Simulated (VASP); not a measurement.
# MgBe2Te3 (P6mm) in VASP: further runs, part 2 of 2

VASP 6.6.1. The steps go on from the part before.

## 5. Relaxation of cell and atoms, PBE

Input file INCAR:

```
SYSTEM = MgBe2Te3
PREC = Accurate
ENCUT = 600
EDIFF = 1E-7
ISMEAR = 0
SIGMA = 0.1
LREAL = .False.
LASPH = .True.
NELM = 100
ALGO = Normal
ISIF = 3
LWAVE = .False.
LCHARG = .False.
GGA = PE
IBRION = 2
NSW = 90
EDIFFG = -0.04
```

Input file KPOINTS:

```
regular mesh
0
Gamma
  3 3 4
  0 0 0
```

Input file POSCAR:

```
MgBe2Te3
1.0
    5.9108584600      0.0000000000      0.0000000000
   -2.9554292300      5.1189535900      0.0000000000
    0.0000000000      0.0000000000      4.1516070100
Mg Be Te
1 2 3
Direct
    0.0000000000      0.0000000000      0.8888130200
    0.6666666700      0.3333333300      0.9631379800
    0.3333333300      0.6666666700      0.9631379800
    0.5000000000      0.5000000000      0.4595159900
    0.5000000000      0.0000000000      0.4595159900
    0.0000000000      0.5000000000      0.4595159900
```

Potentials or basis: VASP PAW PBE potentials, release 64 (Mg, Be, Te).

Run with:

```sh
cat potpaw_PBE.64/Mg/POTCAR potpaw_PBE.64/Be/POTCAR potpaw_PBE.64/Te/POTCAR > POTCAR
mpirun -np 1 vasp_std > vasp.out
```

OUTCAR:

```text
SYSTEM = MgBe2Te3
   PREC = Accurate
   ENCUT = 600
   EDIFF = 1E-7
   ISMEAR = 0
   LREAL = .False.
   LASPH = .True.
   NELM = 100
   ISIF = 3
   GGA = PE
   IBRION = 2
   NSW = 90
   EDIFFG = -0.04

 ion  position               nearest neighbor table
   1  0.000  0.000  0.889-   5 3.45   5 3.45   6 3.45   6 3.45   4 3.45   4 3.45
   2  0.667  0.333  0.963-   6 2.68   5 2.68   4 2.68   6 2.70   5 2.70   4 2.70
   3  0.333  0.667  0.963-   6 2.68   5 2.68   4 2.68   6 2.70   5 2.70   4 2.70
   4  0.500  0.500  0.460-   2 2.68   3 2.68   2 2.70   3 2.70   6 2.96   6 2.96   5 2.96   5 2.96
                             1 3.45   1 3.45
   5  0.500  0.000  0.460-   2 2.68   3 2.68   2 2.70   3 2.70   4 2.96   6 2.96   4 2.96   6 2.96
                             1 3.45   1 3.45
   6  0.000  0.500  0.460-   2 2.68   3 2.68   2 2.70   3 2.70   4 2.96   4 2.96   5 2.96   5 2.96
                             1 3.45   1 3.45

  LATTYP: Found a hexagonal cell.
 ALAT       =     5.9108584600
 C/A-ratio  =     0.7023695523

  Lattice vectors:

 A1 = (   5.9108584600,   0.0000000000,   0.0000000000)
 A2 = (  -2.9554292300,   5.1189535900,   0.0000000000)
 A3 = (   0.0000000000,   0.0000000000,   4.1516070100)

Analysis of symmetry for initial positions (statically):
=====================================================================
 Subroutine PRICEL returns:
 Original cell was already a primitive cell.

 Routine SETGRP: Setting up the symmetry group for a
 hexagonal supercell.

 Subroutine GETGRP returns: Found 12 space group operations
 (whereof 12 operations were pure point group operations)
 out of a pool of 24 trial point group operations.

[... 273 lines left out ...]

 E-fermi :   5.1791     XC(G=0):  -8.9417

 val. band max:        4.9504038036   @ k =   0.0000   0.0000   0.2500
 cond. band min:       5.1792981084   @ k =   0.3333   0.3333   0.2500
 fundamental gap:      0.2288943048
 Fermi energy:         5.1790949347

 k-point     1 :       0.0000    0.0000    0.0000
  band No.  band energies     occupation
      1      -8.1534      2.00000
      2      -6.8147      2.00000
      3      -6.8147      2.00000
      4      -2.4500      2.00000
      5       0.2409      2.00000
      6       0.2409      2.00000
[... 148 lines left out ...]
      3      -4.6143      2.00000
      4      -1.0911      2.00000
      5      -1.0911      2.00000
      6      -0.2878      2.00000
[... 8 lines left out ...]
     15       5.6694      0.00000
     16       6.8255      0.00000

[... ionic steps 4 to 77 ...]

--------------------------------------- Ionic step       78  -------------------------------------------

 number of electron      23.9999995 magnetization

------------------------ aborting loop because EDIFF is reached ----------------------------------------
[... 75 lines left out ...]
--------------------------------------- Ionic step       80  -------------------------------------------

 number of electron      23.9999996 magnetization

 Free energy of the ion-electron system (eV)
  ---------------------------------------------------
  ext. energy  EPLUGINS =         0.00000000
  ---------------------------------------------------
  free energy    TOTEN  =       -17.28776240 eV

  energy without entropy =      -17.28354418  energy(sigma->0) =      -17.28565329

 E-fermi :   4.2054     XC(G=0):  -8.5120

 val. band max:        4.0978837832   @ k =   0.3333   0.3333   0.2500
 cond. band min:       4.3301776894   @ k =   0.3333  -0.0000   0.5000
 fundamental gap:      0.2322939063
 Fermi energy:         4.2054437359

 k-point     1 :       0.0000    0.0000    0.0000
  band No.  band energies     occupation
      1      -8.6420      2.00000
      2      -7.5921      2.00000
      3      -7.5921      2.00000
      4      -2.9899      2.00000
      5      -0.4441      2.00000
      6      -0.4441      2.00000
[... 193 lines left out ...]
  FREE ENERGIE OF THE ION-ELECTRON SYSTEM (eV)
  ---------------------------------------------------
  free  energy   TOTEN  =       -17.2877624006 eV

  energy  without entropy=      -17.2835441772  energy(sigma->0) =      -17.28565329

 reached required accuracy - stopping structural energy minimisation
```

OSZICAR:

```text
N       E                     dE             d eps       ncg     rms          rms(c)
DAV:   1     0.115301831020E+03    0.11530E+03   -0.10148E+04   288   0.138E+03
[... 667 lines left out ...]
  63 F= -.17276889E+02 E0= -.17275104E+02  d E =-.718171E-03
       N       E                     dE             d eps       ncg     rms          rms(c)
DAV:   1    -0.172770466222E+02   -0.15803E-03   -0.53728E-04   304   0.131E-01    0.731E-03
DAV:   2    -0.172770467115E+02   -0.89284E-07   -0.19233E-05   360   0.256E-02    0.427E-03
DAV:   3    -0.172770463505E+02    0.36107E-06   -0.96024E-07   368   0.527E-03    0.226E-03
DAV:   4    -0.172770463342E+02    0.16238E-07   -0.27946E-07   272   0.267E-03
  64 F= -.17277046E+02 E0= -.17275250E+02  d E =-.157702E-03
       N       E                     dE             d eps       ncg     rms          rms(c)
DAV:   1    -0.172775087953E+02   -0.46244E
```

CONTCAR:

```text
MgBe2Te3
   1.00000000000000
     7.7076380470582970    0.0000000000000000    0.0000000000000000
    -3.8538190235291485    6.6750103630083490   -0.0000000000000000
     0.0000000000000000    0.0000000000000000    3.2092451786030392
  Mg              Be              Te
     1     2     3
Direct
     1.0000000000000000    1.0000000000000000    0.6079583436924011
     0.6666666699999979    0.3333333300000021    0.8813698652602180
     0.3333333300000021    0.6666666699999979    0.8813698652602180
     0.5000000000000000    0.5000000000000000    0.6076462919290538
     0.5000000000000000    0.0000000000000000    0.6076462919290538
     0.0000000000000000    0.5000000000000000    0.6076462919290538

  0.00000000E+00  0.00000000E+00  0.00000000E+00
  0.00000000E+00  0.00000000E+00  0.00000000E+00
  0.00000000E+00  0.00000000E+00  0.00000000E+00
  0.00000000E+00  0.00000000E+00  0.00000000E+00
  0.00000000E+00  0.00000000E+00  0.00000000E+00
  0.00000000E+00  0.00000000E+00  0.00000000E+00
```

It took 30 min on 1 thread of Intel Xeon Platinum 8488C (Sapphire Rapids), shared host; peak memory 0.31 GiB.

Results:

- Free energy: -17.2878 eV
- Relaxed volume: 27.52 Å³/atom
- Relaxed cell: a = 7.708 Å, b = 7.708 Å, c = 3.209 Å, α = 90.00°, β = 90.00°, γ = 120.00°
- Space group after relaxing (to 0.05 Å): P6mm (No. 183)
- Energy gained by relaxing: 649.8 meV/atom
- Ionic steps: 80
- Pressure after relaxing: 0.1 GPa
- Largest force after relaxing: 0.012 eV/Å
- Band gap on the k mesh: zero (band 12 reaches 6.04 eV, above the bottom of band 13 at 3.59 eV)

Forces on the atoms (eV/Å):
```
Mg   0.000  0.000 -0.002
Be   0.000  0.000 -0.012
Be   0.000  0.000 -0.012
Te   0.000  0.000  0.009
Te   0.000  0.000  0.009
Te   0.000  0.000  0.009
```

Step by step:
| step | energy change (eV) | largest force (eV/Å) | pressure (GPa) | volume (Å³) |
| --- | --- | --- | --- | --- |
| 1 | 0.0000 | 0.0386 | 13.46 | 125.62 |
| 3 | -2.2685 | 0.0819 | -3.30 | 160.28 |
| 5 | -2.4747 | 0.0748 | 14.24 | 124.34 |
| 7 | -2.9248 | 0.1059 | 0.56 | 142.78 |
| 9 | -2.9707 | 0.1060 | 1.74 | 140.00 |
| 11 | -2.9812 | 0.1074 | 2.82 | 138.22 |
| 13 | -1.7443 | 0.0144 | 6.33 | 155.47 |
| 15 | -3.4974 | 0.0823 | 1.96 | 147.31 |
| 17 | -3.4957 | 0.0968 | -1.47 | 156.81 |
| 19 | -3.5328 | 0.0878 | -0.11 | 153.22 |
| 21 | -3.5340 | 0.0908 | -0.01 | 152.73 |
| 23 | -3.5402 | 0.1092 | 0.17 | 152.20 |
| 25 | -3.5684 | 0.1570 | 0.95 | 150.08 |
| 27 | -3.5158 | 0.0924 | 4.81 | 141.81 |
| 29 | -3.5964 | 0.1361 | 2.42 | 146.62 |
| 31 | -3.5968 | 0.1356 | 2.42 | 146.60 |
| 33 | -3.5982 | 0.1331 | 2.45 | 146.54 |
| 35 | -3.6033 | 0.1222 | 2.56 | 146.29 |
| 37 | -3.6151 | 0.0962 | 2.99 | 145.30 |
| 39 | -3.6431 | 0.1015 | 2.58 | 146.11 |
| 41 | -3.7094 | 0.1295 | 0.92 | 149.79 |
| 43 | -3.7141 | 0.1399 | 0.52 | 150.91 |
| 45 | -3.7230 | 0.1721 | -0.24 | 154.16 |
| 47 | -3.7254 | 0.1696 | -0.13 | 153.66 |
| 49 | -3.7443 | 0.1888 | -0.23 | 154.50 |
| 51 | -3.8254 | 0.1961 | 0.04 | 157.87 |
| 53 | -3.8647 | 0.0777 | 0.63 | 160.64 |
| 55 | -3.8763 | 0.0788 | 0.54 | 162.41 |
| 57 | -3.8844 | 0.0783 | 0.26 | 165.27 |
| 59 | -3.8869 | 0.0752 | -0.07 | 165.86 |
| 61 | -3.8875 | 0.0727 | 0.02 | 165.47 |
| 63 | -3.8876 | 0.0714 | 0.08 | 165.19 |
| 65 | -3.8883 | 0.0695 | 0.09 | 165.10 |
| 67 | -3.8906 | 0.0606 | 0.12 | 164.70 |
| 69 | -3.8925 | 0.0338 | 0.23 | 163.14 |
| 71 | -3.8942 | 0.0447 | 0.06 | 164.11 |
| 73 | -3.8945 | 0.0587 | -0.05 | 164.51 |
| 75 | -3.8961 | 0.0436 | 0.05 | 164.45 |
| 77 | -3.8966 | 0.0280 | 0.16 | 164.39 |
| 79 | -3.8976 | 0.0217 | 0.13 | 164.68 |
| 80 | -3.8985 | 0.0119 | 0.08 | 165.11 |

Final structure:
```xyz
6
Lattice="7.7076 0.0000 0.0000 -3.8538 6.6750 0.0000 0.0000 0.0000 3.2092" Properties=species:S:1:pos:R:3 pbc="T T T"
Mg    3.8538    6.6750    1.9511
Be    3.8538    2.2250    2.8285
Be    0.0000    4.4500    2.8285
Te    1.9269    3.3375    1.9501
Te    3.8538    0.0000    1.9501
Te   -1.9269    3.3375    1.9501
```

Caveat: the k points lie up to 0.49 Å⁻¹ apart in the final cell; the volume moved by over 15 % at a fixed basis, so the end points are rough; spin-orbit coupling is left out, which moves the levels of the heavy elements.

## 6. The runs side by side

| task | cell | k mesh | cutoff (eV) | gap on the mesh (eV) | pressure (GPa) | largest force (eV/Å) |
| --- | --- | --- | --- | --- | --- | --- |
| single point | a = 5.911, b = 5.911, c = 4.152 Å, angles 90.0, 90.0, 120.0°, 6 atoms | 3 × 3 × 4 | 520 | none | 13.5 | 0.04 |
| single point | a = 7.721, b = 7.721, c = 3.214 Å, angles 90.0, 90.0, 120.0°, 6 atoms | 3 × 3 × 4 | 520 | none | 0.1 | 0.02 |
| single point | a = 7.554, b = 7.554, c = 3.418 Å, angles 90.0, 90.0, 120.0°, 6 atoms | 3 × 3 × 6 | 520 | none | 0.0 | 0.05 |
| relaxation of cell and atoms | relaxed from a = 5.911, b = 5.911, c = 4.152 Å, angles 90.0, 90.0, 120.0°, 6 atoms | 3 × 3 × 4 | 600 | none | 0.1 | 0.01 |

Alike in all rows: level PBE; potentials or basis VASP PAW PBE potentials, release 64 (Mg, Be, Te); no spin polarisation; smearing gaussian 0.1 eV.

Caveats: some runs use coarse meshes; spin-orbit coupling is left out, which moves the levels of the heavy elements; the volume moved by over 15 % at a fixed basis, so the end points are rough (some runs).

Absolute energies hang on the potentials; compare differences alone.
